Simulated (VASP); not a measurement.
Wanted: the native input for a VASP 6.6.1 run.

| Item | Value |
| --- | --- |
| Task | single point |
| Functional | PBE |
| Potentials or basis | VASP PAW PBE potentials, release 64 (Ba_sv, Ti_sv, O) |
| Cutoff | 520 eV |
| k mesh | 2 × 2 × 1 |
| Occupations | fermi-dirac, width 0.05 eV |
| Spin | no spin polarisation |
| Dipole correction | no |
| Further INCAR settings | LREAL = Auto; ALGO = Normal; EDIFF = 1e-07; NBANDS = 141 |

The structure of BaTiO3 lies in POSCAR:

```
BaTiO3
1.0
    5.6572970000      0.0000000000      0.0000000000
    0.0000000000      6.9566990000      0.0000000000
    0.0000000000      0.0000000000     20.9677940000
Ba Ti O
6 6 18
Direct
    0.0000000000      0.0000000000      0.0476922000
    0.0000000000      0.3340612076      0.2137582088
    0.5000000000      0.6596410301      0.1345237275
    0.5000000000      0.0067581340      0.2913382466
    0.5000000000      0.3501477127      0.4652153793
    0.0000000000      0.6651173620      0.3787479583
    0.5000000000      0.1397144778      0.1255139968
    0.0000000000      0.4864000000      0.0476922000
    0.0000000000      0.8438581466      0.2174658620
    0.0000000000      0.1681386549      0.3832125419
    0.5000000000      0.4804451899      0.2902127911
    0.5000000000      0.8148024808      0.4383437861
    0.7568325476      0.0027396803      0.1601977898
    0.5000000000      0.0122333000      0.0490630000
    0.2431674524      0.0027396803      0.1601977898
    0.2456000000      0.3455667000      0.0859503000
    0.5000000000      0.3355583743      0.2063886182
    0.7544000000      0.3455667000      0.0859503000
    0.2430615617      0.6754235894      0.2367624212
    0.0000000000      0.6875568547      0.0947441038
    0.7569384383      0.6754235894      0.2367624212
    0.2603850709      0.0209594820      0.4066083909
    0.0000000000     -0.0003846254      0.2844324500
    0.7396149291      0.0209594820      0.4066083909
    0.7469963870      0.3454742761      0.3241205489
    0.0000000000      0.3369569847      0.4439955032
    0.2530036130      0.3454742761      0.3241205489
    0.7241783883      0.6860454735      0.4795899927
    0.5000000000      0.6776202558      0.3583494615
    0.2758216117      0.6860454735      0.4795899927
```

These files were run (other wordings do the same):

INCAR

```
SYSTEM = BaTiO3
ALGO = Normal
EDIFF = 1E-7
ENCUT = 520
GGA = PE
ISIF = 2
ISMEAR = -1
LASPH = .True.
LCHARG = .False.
LREAL = Auto
LWAVE = .False.
NBANDS = 141
NELM = 60
PREC = Accurate
SIGMA = 0.05
```

KPOINTS

```
k-points
0
Gamma
  2 2 1
  0 0 0
```

Potentials or basis: VASP PAW PBE potentials, release 64 (Ba_sv, Ti_sv, O).

Launch:

```sh
$ cat potpaw_PBE.64/Ba_sv/POTCAR potpaw_PBE.64/Ti_sv/POTCAR potpaw_PBE.64/O/POTCAR > POTCAR
$ mpirun -np 1 vasp_std > vasp.out
```

It gave:

```
Largest force          : 5.057 eV/Å
Band gap on the k mesh : zero (bands 120 and 121 overlap by 0.04 eV)
```

Caveat: the k points lie up to 0.56 Å⁻¹ apart; spin-orbit coupling is left out, which moves the levels of the heavy elements; semilocal functionals often make such compounds metallic where correlation or magnetic order opens a gap, which also shifts bond lengths.

Run time: 22 min on 1 thread of Intel(R) Xeon(R) Platinum 8375C CPU @ 2.90GHz (Ice Lake) (shared host), peak memory 0.89 GiB.
